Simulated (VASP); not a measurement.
Set up this calculation in VASP 6.6.1, as the native input.

```yaml
Task: single point
Functional: PBE
Potentials_or_basis: VASP PAW PBE potentials, release 64 (Sr_sv, Ti_sv, O)
Cutoff: 520 eV
k_mesh: 7 × 7 × 7
Occupations: gaussian, width 0.02 eV
Spin: no spin polarisation
Dipole_correction: no
Further_INCAR_settings: ALGO = Normal; EDIFF = 1e-06; NBANDS = 28
```

The structure of SrTiO3 lies in POSCAR:

```
SrTiO3
1.0
    3.8677060746      0.0000000000      0.0000000000
    0.0000000000      3.8677060746      0.0000000000
    0.0000000000      0.0000000000      4.0204531170
Sr Ti O
1 1 3
Direct
    0.0000000000      0.0000000000      0.0000000000
    0.5000000000      0.5000000000      0.5000000000
    0.5000000000      0.5000000000      0.0000000000
    0.0000000000      0.5000000000      0.5000000000
    0.5000000000      0.0000000000      0.5000000000
```

These files were run (other wordings do the same):

INCAR

```
ALGO     = Normal         # electronic algorithm
EDIFF    = 1E-6           # SCF threshold, eV
ENCUT    = 520            # plane-wave cutoff, eV
GGA      = PE             # functional
ISIF     = 2              # what is computed and relaxed
ISMEAR   = 0              # smearing method
LASPH    = T              # aspherical terms in the spheres
LCHARG   = T              # write CHGCAR
LELF     = T              # ELF
LREAL    = F              # projectors in reciprocal space
LVHAR    = T            
LWAVE    = F              # write WAVECAR
NBANDS   = 28             # bands
NELM     = 100            # most SCF steps
PREC     = Accurate       # precision mode
SIGMA    = 0.02           # smearing width, eV
```

KPOINTS

```
k-points
0
Gamma
  7 7 7
```

Potentials or basis: VASP PAW PBE potentials, release 64 (Sr_sv, Ti_sv, O).

Command:

```bash
$ cat potpaw_PBE.64/Sr_sv/POTCAR potpaw_PBE.64/Ti_sv/POTCAR potpaw_PBE.64/O/POTCAR > POTCAR
$ mpirun -np 1 vasp_std > vasp.out
```

Results of the run:

```json
{
 "Pressure": "3.6 GPa",
 "Band gap on the k mesh": "1.86 eV (least direct gap 2.17 eV)"
}
```

Caveat: the stress differs along the axes, from -2 to 6 GPa.

It took 75 s on 1 thread of Intel(R) Xeon(R) Platinum 8259CL CPU @ 2.50GHz (Skylake/Cascade Lake), with other jobs on the host, peak memory 0.21 GiB.
